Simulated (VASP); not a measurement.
Here is a VASP 6.6.1 calculation.

Contents of INCAR:

```
PREC     = Accurate       # precision mode
ENCUT    = 520            # plane-wave cutoff, eV
EDIFF    = 1E-7           # SCF threshold, eV
ISMEAR   = 0              # smearing method
SIGMA    = 0.01           # smearing width, eV
LREAL    = False          # projectors in reciprocal space
LASPH    = True           # aspherical terms in the spheres
NELM     = 80             # most SCF steps
ALGO     = Normal         # electronic algorithm
ISIF     = 2              # what is computed and relaxed
LWAVE    = False          # write WAVECAR
LCHARG   = False          # write CHGCAR
IBRION   = 2              # ionic algorithm
NSW      = 100            # ionic steps
EDIFFG   = -0.002         # ionic threshold
```

File KPOINTS:

```
regular mesh
0
Gamma
  4 4 4
```

File POSCAR:

```
CuI
1.0
    3.3237881580     -3.4548458178      0.0000000000
    3.3237881580      3.4548458178      0.0000000000
    0.0000000000      0.0000000000      4.2317496230
Cu I
2 2
Direct
    0.4149165983      0.5850834017      0.7500000000
    0.5850834017      0.4149165983      0.2500000000
    0.7838364990      0.2161635010      0.7500000000
    0.2161635010      0.7838364990      0.2500000000
```

Potentials or basis: VASP PAW LDA potentials, release 64 (Cu, I).

Run with:

```bash
$ cat potpaw_LDA.64/Cu/POTCAR potpaw_LDA.64/I/POTCAR > POTCAR
$ mpirun -np 1 vasp_std > vasp.out
```

Problem. Predict the energy gained by relaxing.

Solution. 0.7 meV/atom.

Problem. Estimate the band gap on the k mesh.

Solution. 0.83 eV.

Final structure:
```
CELL_PARAMETERS angstrom
3.32379 -3.45485 0.00000
3.32379 3.45485 0.00000
0.00000 0.00000 4.23175
ATOMIC_POSITIONS crystal
Cu 0.41421 0.58579 0.75000
Cu 0.58579 0.41421 0.25000
I 0.78607 0.21393 0.75000
I 0.21393 0.78607 0.25000
```

Caveat: spin-orbit coupling is left out, which moves the levels of the heavy elements. A k mesh can miss the band edges.
